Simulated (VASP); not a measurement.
Pt:

```
CELL_PARAMETERS angstrom
-1.58422 1.58422 1.58422
1.58422 -1.58422 1.58422
1.58422 1.58422 -1.58422
ATOMIC_POSITIONS crystal
Pt 0.00000 0.00000 0.00000
```

Base run:

| Item | Value |
| --- | --- |
| Program | VASP 6.6.1 |
| Functional | BLYP |
| Potentials or basis | VASP PAW PBE potentials, release 64 (Pt) |
| Cutoff | 500 eV |
| k mesh | 10 × 10 × 10 |
| Occupations | fermi-dirac, width 0.01 eV |
| Spin | no spin polarisation |

Its results: band gap on the k mesh zero (band 5 reaches 11.65 eV, above the bottom of band 6 at 9.54 eV); pressure 13.8 GPa.

Q: The run is repeated on the same cell with these changes: functional from BLYP to PBEsol. What comes out?

A: Band gap on the k mesh zero (band 5 reaches 10.89 eV, above the bottom of band 6 at 8.82 eV); pressure -11.3 GPa.

PBEsol binds more tightly than BLYP, so the same cell stands under less pressure.

Caveats: the PAW data sets were made with another functional, which shifts forces and pressure a little; spin-orbit coupling is left out, which moves the levels of the heavy elements.
